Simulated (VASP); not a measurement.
Set up this calculation in VASP 6.6.1, as the native input.

* Task: single point
* Functional: PBEsol
* Potentials or basis: VASP PAW PBE potentials, release 64 (Ta_pv, N)
* Cutoff: 520 eV
* k mesh: 12 × 12 × 12
* Occupations: gaussian, width 0.2 eV
* Spin: no spin polarisation
* Dipole correction: no
* Further INCAR settings: LREAL = Auto; ALGO = Normal; EDIFF = 1e-06; NBANDS = 74

The structure of Ta8N7 lies in POSCAR:

```
Ta8N7
1.0
    0.0000000000      4.3561449992      4.3561449992
    4.3561449992      0.0000000000      4.3561449992
    4.3561449992      4.3561449992      0.0000000000
Ta N
8 7
Direct
    0.0000000000      0.0000000000      0.0000000000
    0.0146803140      0.0146803140      0.4853196860
    0.0146803140      0.4853196860      0.0146803140
    0.0146803140      0.4853196860      0.4853196860
    0.4853196860      0.0146803140      0.0146803140
    0.4853196860      0.0146803140      0.4853196860
    0.4853196860      0.4853196860      0.0146803140
    0.5000000000      0.5000000000      0.5000000000
    0.2500000000      0.2500000000      0.7500000000
    0.2500000000      0.7500000000      0.2500000000
    0.2500000000      0.7500000000      0.7500000000
    0.7500000000      0.2500000000      0.2500000000
    0.7500000000      0.2500000000      0.7500000000
    0.7500000000      0.7500000000      0.2500000000
    0.7500000000      0.7500000000      0.7500000000
```

These files were run (other wordings do the same):

INCAR

```
PREC = Accurate
ENCUT = 520
EDIFF = 1E-6
ISMEAR = 0
SIGMA = 0.2
LREAL = Auto
LASPH = T
NELM = 60
ALGO = Normal
ISIF = 2
LWAVE = F
LCHARG = F
GGA = PS
NBANDS = 74
```

KPOINTS

```
Automatic mesh
0
Gamma
  12 12 12
```

Potentials or basis: VASP PAW PBE potentials, release 64 (Ta_pv, N).

Run with:

```console
$ cat potpaw_PBE.64/Ta_pv/POTCAR potpaw_PBE.64/N/POTCAR > POTCAR
$ mpirun -np 1 vasp_std > vasp.out
```

Results of the run:

```
Pressure               : 0.8 GPa
Largest force          : 0.026 eV/Å
Band gap on the k mesh : zero (an odd number of electrons rules out a gap without spin polarisation)
```

Caveat: the PAW data sets were made with another functional, which shifts forces and pressure a little; spin-orbit coupling is left out, which moves the levels of the heavy elements; an odd number of electrons without spin polarisation forces a metal; a magnetic or distorted state may lie lower.

Run time: 28 min on 1 thread of Intel(R) Xeon(R) 6975P-C (Granite Rapids), on a shared host, peak memory 0.67 GiB.
